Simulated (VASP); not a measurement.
# Al3N2 (I4/mmm) in VASP: further runs

Runs on Al3N2. Level: PBE. Tasks: single point.

All numbers are computed with VASP 6.6.1; they aren't measurements. Logs are shortened: lines on timing, memory, paths and dates and some standing lists are left out, and cuts for length are marked.

### 1 The cell of the first run

Symmetry: I4/mmm, No. 139, tetragonal system. The conventional cell has a = 2.819 Å, b = 2.819 Å, c = 13.689 Å, α = 90.00°, β = 90.00°, γ = 90.00°. Al (site symmetry 4/mmm) has 2 N at 2.38 Å and 12 Al at 2.82 to 3.10 Å within 3.1 Å. Within 2.6 Å of Al (site symmetry 4mm) lie 5 N at 1.99 to 2.09 Å. Within 2.6 Å of N (site symmetry 4mm) lie 6 Al at 1.99 to 2.38 Å.

The cell was built from a structure type or drawn by symmetry, and may not be a known phase.

### 2 Single point, PBE

Input file INCAR:

```
SYSTEM = Al3N2
PREC = Accurate
ENCUT = 520
EDIFF = 1E-6
ISMEAR = 0
SIGMA = 0.1
LREAL = .False.
LASPH = .True.
NELM = 100
ALGO = Normal
ISIF = 2
LWAVE = .False.
LCHARG = .False.
GGA = PE
NBANDS = 18
```

Input file KPOINTS:

```
Automatic mesh
0
Gamma
  8 8 8
  0 0 0
```

Input file POSCAR:

```
Al3N2
1.0
   -1.4094936026      1.4094936026      6.8442888668
    1.4094936026     -1.4094936026      6.8442888668
    1.4094936026      1.4094936026     -6.8442888668
Al N
3 2
Direct
    0.0000000000      0.0000000000      0.0000000000
    0.3267565231      0.3267565231      0.0000000000
    0.6732434769      0.6732434769      0.0000000000
    0.1737593703      0.1737593703      0.0000000000
    0.8262406297      0.8262406297      0.0000000000
```

Potentials or basis: VASP PAW PBE potentials, release 64 (Al, N).

Started as:

```
$ cat potpaw_PBE.64/Al/POTCAR potpaw_PBE.64/N/POTCAR > POTCAR
$ mpirun -np 1 vasp_std > vasp.out
```

OUTCAR:

```text
SYSTEM = Al3N2
   PREC = Accurate
   ENCUT = 520
   EDIFF = 1E-6
   ISMEAR = 0
   LREAL = .False.
   LASPH = .True.
   NELM = 100
   ISIF = 2
   GGA = PE

 ion  position               nearest neighbor table
   1  0.000  0.000  0.000-   4 2.38   5 2.38   3 3.10   2 3.10   3 3.10   3 3.10   3 3.10   2 3.10
                             2 3.10   2 3.10
   2  0.327  0.327  0.000-   5 1.99   5 1.99   5 1.99   5 1.99   4 2.09   3 2.90   3 2.90   3 2.90
                             3 2.90   1 3.10   1 3.10   1 3.10   1 3.10
   3  0.673  0.673  0.000-   4 1.99   4 1.99   4 1.99   4 1.99   5 2.09   2 2.90   2 2.90   2 2.90
                             2 2.90   1 3.10   1 3.10   1 3.10   1 3.10
   4  0.174  0.174  0.000-   3 1.99   3 1.99   3 1.99   3 1.99   2 2.09   1 2.38
   5  0.826  0.826  0.000-   2 1.99   2 1.99   2 1.99   2 1.99   3 2.09   1 2.38

  LATTYP: Found a body centered tetragonal cell.
 ALAT       =     2.8189872052
 C/A-ratio  =     4.8558495435

  Lattice vectors:

 A1 = (  -1.4094936026,   1.4094936026,   6.8442888668)
 A2 = (   1.4094936026,  -1.4094936026,   6.8442888668)
 A3 = (   1.4094936026,   1.4094936026,  -6.8442888668)

Analysis of symmetry for initial positions (statically):
=====================================================================
 Subroutine PRICEL returns:
 Original cell was already a primitive cell.

 Routine SETGRP: Setting up the symmetry group for a
 body centered tetragonal supercell.

 Subroutine GETGRP returns: Found 16 space group operations
 (whereof 16 operations were pure point group operations)
 out of a pool of 16 trial point group operations.

The static configuration has the point symmetry D_4h.

Analysis of symmetry for dynamics (positions and initial velocities):
=====================================================================
 Subroutine PRICEL returns:
 Original cell was already a primitive cell.

 Routine SETGRP: Setting up the symmetry group for a
 body centered tetragonal supercell.

 Subroutine GETGRP returns: Found 16 space group operations
 (whereof 16 operations were pure point group operations)
 out of a pool of 16 trial point group operations.

The dynamic configuration has the point symmetry D_4h.

 Subroutine INISYM returns: Found 16 space group operations
 (whereof 16 operations are pure point group operations),
 and found     1 'primitive' translations

----------------------------------------------------------------------------------------

                                     Primitive cell

  volume of cell :      54.3894

  direct lattice vectors                    reciprocal lattice vectors
    -1.409493603  1.409493603  6.844288867     0.000000000  0.354737332  0.073053609
     1.409493603 -1.409493603  6.844288867     0.354737332  0.000000000  0.073053609
     1.409493603  1.409493603 -6.844288867     0.354737332  0.354737332  0.000000000

  length of vectors
     7.128648857  7.128648857  7.128648857     0.362181452  0.362181452  0.501674346

  position of ions in fractional coordinates (direct lattice)
     0.000000000  0.000000000  0.000000000
     0.326756523  0.326756523  0.000000000
     0.673243477  0.673243477  0.000000000
     0.173759370  0.173759370  0.000000000
     0.826240630  0.826240630  0.000000000

  ion indices of the primitive-cell ions
   primitive index   ion index
                 1           1
                 2           2
                 3           3
                 4           4
                 5           5

----------------------------------------------------------------------------------------

 KPOINTS: Automatic mesh

Automatic generation of k-mesh.
 Grid dimensions read from file:
 generate k-points for:    8    8    8

 Generating k-lattice:

  Cartesian coordinates                     Fractional coordinates (reciprocal lattice)
     0.000000000  0.044342166  0.009131701     0.125000000  0.000000000  0.000000000
     0.044342166  0.000000000  0.009131701     0.000000000  0.125000000  0.000000000
     0.044342166  0.044342166  0.000000000     0.000000000  0.000000000  0.125000000

  Length of vectors
     0.045272682  0.045272682  0.062709293

  Shift w.r.t. Gamma in fractional coordinates (k-lattice)
     0.000000000  0.000000000  0.000000000

 Subroutine IBZKPT returns following result:
 ===========================================

 Found     59 irreducible k-points:

 Following reciprocal coordinates:
            Coordinates               Weight
  0.000000  0.000000  0.000000      1.000000
  0.125000  0.000000 -0.000000      8.000000
  0.250000  0.000000 -0.000000      8.000000
  0.375000  0.000000  0.000000      8.000000
  0.500000  0.000000 -0.000000      4.000000
  0.125000  0.125000 -0.000000      8.000000
[... 16 lines left out ...]
  0.250000  0.125000  0.125000     16.000000
  0.375000  0.125000  0.125000      8.000000
 [... further k-points ...]
   k-points           NKPTS =     59   k-points in BZ     NKDIM =     59   number of bands    NBANDS=     18
   number of dos      NEDOS =    301   number of ions     NIONS =      5
   total plane-waves  NPLWV = 157464
   dimension x,y,z NGX =    54 NGY =   54 NGZ =   54
   dimension x,y,z NGXF=   108 NGYF=  108 NGZF=  108
   ions per type =               3   2
   NGX,Y,Z   is equivalent  to a cutoff of  12.59, 12.59, 12.59 a.u.
   NGXF,Y,Z  is equivalent  to a cutoff of  25.19, 25.19, 25.19 a.u.
 SYSTEM =  Al3N2
   PREC   = accura    normal or accurate (medium, high low for compatibility)
   ISTART =      0    job   : 0-new  1-cont  2-samecut
   ICHARG =      2    charge: 1-file 2-atom 10-const
   ISPIN  =      1    spin polarized calculation?
   LNONCOLLINEAR =      F non collinear calculations
   LSORBIT =      F    spin-orbit coupling
   LASPH  =      T    aspherical Exc in radial PAW
   ENCUT  =  520.0 eV  38.22 Ry    6.18 a.u.  13.25 13.25 13.25*2*pi/ulx,y,z
   NELM   =    100;   NELMIN=  2; NELMDL= -5     # of ELM steps
   EDIFF  = 0.1E-05   stopping-criterion for ELM
   LREAL  =      F    real-space projection
[... 7 lines left out ...]
   TEBEG  =    0.0;   TEEND  =   0.0 temperature during run
   PSTRESS=    0.0 pullay stress
   NELECT =      19.0000    total number of electrons
   NUPDOWN=      -1.0000    fix difference up-down
   EMIN   =  10.00;   EMAX   =-10.00  energy-range for DOS
   EFERMI =   0.00;   METHOD = LEGACY
   ISMEAR =     0;   SIGMA  =   0.10  broadening in eV -4-tet -1-fermi 0-gaus
   EFERMI_NEDOS =   21; number of points for ismear=-14 and -15
   IALGO  =     38    algorithm
   IMIX   =      4    mixing-type and parameters
     AMIX     =   0.40;   BMIX     =  1.00
     AMIX_MAG =   1.60;   BMIX_MAG =  1.00
  volume/ion in A,a.u.               =      10.88        73.41
  Fermi-wavevector in a.u.,A,eV,Ry     =   1.152978  2.178813 18.087031  1.329359
  Thomas-Fermi vector in A             =   2.289626
   LORBIT       =      0    0 simple, 1 ext, 2 COOP (PROOUT), +10 PAW based schemes
   GGA     = PE    functional components
   LHFCALC =     F    Hartree Fock is set to
   AEXX    =    0.0000 exact exchange contribution
   IVDW    =     0    specifies the selected vdW correction
   LEPSILON=     F    determine dielectric tensor
   LRPA    =     F    only Hartree local field effects (RPA)
 non-spin polarized calculation
 Gauss-broadening in eV      SIGMA  =   0.10
  energy-cutoff  :      520.00
  volume of cell :       54.39
 maximum number of plane-waves:      1485
 NGX is ok and might be reduce to    54
   NGX = 27   NGY = 27   NGZ = 27

 number of electron      18.9999998 magnetization

 Free energy of the ion-electron system (eV)
  ---------------------------------------------------
  ext. energy  EPLUGINS =         0.00000000
  ---------------------------------------------------
  free energy    TOTEN  =       -31.11738701 eV

  energy without entropy =      -31.10767020  energy(sigma->0) =      -31.11252861

 E-fermi :   9.9344     XC(G=0): -11.1580

 val. band max:        9.9326435193   @ k =   0.2500   0.1250   0.1250
 cond. band min:       9.9458558770   @ k =   0.3750   0.2500   0.0000
 fundamental gap:      0.0132123577
 Fermi energy:         9.9343873375

 k-point     1 :       0.0000    0.0000    0.0000
  band No.  band energies     occupation
      1      -9.1485      2.00000
      2      -7.1110      2.00000
      3      -0.1430      2.00000
      4       4.1332      2.00000
      5       4.7877      2.00000
      6       5.5359      2.00000
[... 10 lines left out ...]
     17      18.3783      0.00000
     18      19.5563      0.00000

 k-point     2 :       0.1250    0.0000   -0.0000
  band No.  band energies     occupation
      1      -8.9398      2.00000
      2      -6.9694      2.00000
      3       0.1369      2.00000
      4       3.4483      2.00000
      5       4.5938      2.00000
      6       5.3113      2.00000
[... 10 lines left out ...]
     17      18.5850      0.00000
     18      19.0965      0.00000

 k-point     3 :       0.2500    0.0000   -0.0000
  band No.  band energies     occupation
      1      -8.3441      2.00000
      2      -6.6203      2.00000
      3       0.9084      2.00000
      4       1.8279      2.00000
      5       3.1707      2.00000
      6       5.0137      2.00000
[... 10 lines left out ...]
     17      18.8796      0.00000
     18      19.0112      0.00000

 k-point     4 :       0.3750    0.0000    0.0000
  band No.  band energies     occupation
      1      -7.4797      2.00000
      2      -6.3565      2.00000
      3       0.3441      2.00000
      4       1.2412      2.00000
      5       2.4808      2.00000
      6       5.0409      2.00000
[... 375 lines left out ...]
      4       2.4508      2.00000
      5       2.7271      2.00000
      6       3.1414      2.00000
[... 10 lines left out ...]
     17      18.5639      0.00000
     18      19.0730      0.00000

 k-point    23 :       0.2500    0.1250    0.1250
  band No.  band energies     occupation
      1      -6.8158      2.00000
      2      -5.8927      2.00000
      3       1.1321      2.00000
      4       1.7367      2.00000
      5       3.0513      2.00000
      6       3.5041      2.00000
[... 10 lines left out ...]
     17      18.5590      0.00000
     18      18.7652      0.00000

 k-point    24 :       0.3750    0.1250    0.1250
  band No.  band energies     occupation
      1      -6.1146      2.00000
      2      -6.0947      2.00000
      3       0.8244      2.00000
      4       0.8905      2.00000
      5       3.7687      2.00000
      6       4.0099      2.00000
[... 10 lines left out ...]
     17      17.8378      0.00000
     18      18.5078      0.00000

 [... further k-points ...]

------------------------ aborting loop because EDIFF is reached ----------------------------------------

  FORCE on cell =-STRESS in cart. coord.  units (eV):
  Direction    XX          YY          ZZ          XY          YZ          ZX
  --------------------------------------------------------------------------------------
  -------------------------------------------------------------------------------------
  Total       -0.0691154     -0.0691154     -0.0381377      0.0000000     -0.0000000      0.0000000
  in kB       -2.0359663     -2.0359663     -1.1234418      0.0000000     -0.0000000      0.0000000
  external PRESSURE =      -1.7317915 kB  Pullay stress =       0.0000000 kB

 VOLUME and BASIS-vectors are now :
 -----------------------------------------------------------------------------
  energy-cutoff  :      520.00
  volume of cell :       54.39
      direct lattice vectors                 reciprocal lattice vectors
    -1.409493603  1.409493603  6.844288867     0.000000000  0.354737332  0.073053609
     1.409493603 -1.409493603  6.844288867     0.354737332  0.000000000  0.073053609
     1.409493603  1.409493603 -6.844288867     0.354737332  0.354737332  0.000000000

 POSITION                                       TOTAL-FORCE (eV/Angst)
 -----------------------------------------------------------------------------------
      0.00000      0.00000      0.00000        -0.000000     -0.000000     -0.000000
      0.00000      0.00000      4.47283        -0.000000     -0.000000     -0.004526
      0.00000      0.00000      9.21575        -0.000000     -0.000000      0.004526
      0.00000      0.00000      2.37852         0.000000      0.000000     -0.003791
      0.00000      0.00000     11.31006         0.000000      0.000000      0.003791
 -----------------------------------------------------------------------------------
    total drift:                               -0.000000     -0.000000      0.000000

  FREE ENERGIE OF THE ION-ELECTRON SYSTEM (eV)
  ---------------------------------------------------
  free  energy   TOTEN  =       -31.1173870094 eV

  energy  without entropy=      -31.1076702008  energy(sigma->0) =      -31.11252861
```

It took 3 min on 1 thread of AMD EPYC 7R13 (Zen 3), shared host; peak memory 0.35 GiB.

Results:

| Property | Result |
| --- | --- |
| Free energy | -31.1174 eV |
| Pressure | -0.2 GPa |
| Largest force | 0.005 eV/Å |
| Band gap on the k mesh | zero (an odd number of electrons rules out a gap without spin polarisation) |

Forces on the atoms (eV/Å):
```
Al   0.000  0.000  0.000
Al   0.000  0.000 -0.005
Al   0.000  0.000  0.005
N    0.000  0.000 -0.004
N    0.000  0.000  0.004
```

Levels at points of the mesh, in eV from the Fermi level:
```
           k point  band 5  band 6  band 7  band 8  band 9  band 10  band 11  band 12  band 13  band 14
(0.00, 0.00, 0.00)   -5.15   -4.40   -4.40   -3.17   -3.17     1.71     3.17     3.80     4.26     5.97
(0.50, 0.00, 0.00)   -6.16   -5.62   -3.34   -3.32   -3.32    -1.67     1.10     3.81     6.19     6.29
(0.50, 0.50, 0.00)   -6.98   -6.89   -5.06   -4.84   -0.70    -0.54     0.07     0.89     2.87     3.34
(0.50, 0.50, 0.50)   -4.40   -4.40   -3.16   -3.16   -2.60    -0.37     3.28     4.06     6.18     6.95
```

(Continued in part 2 of 2.)
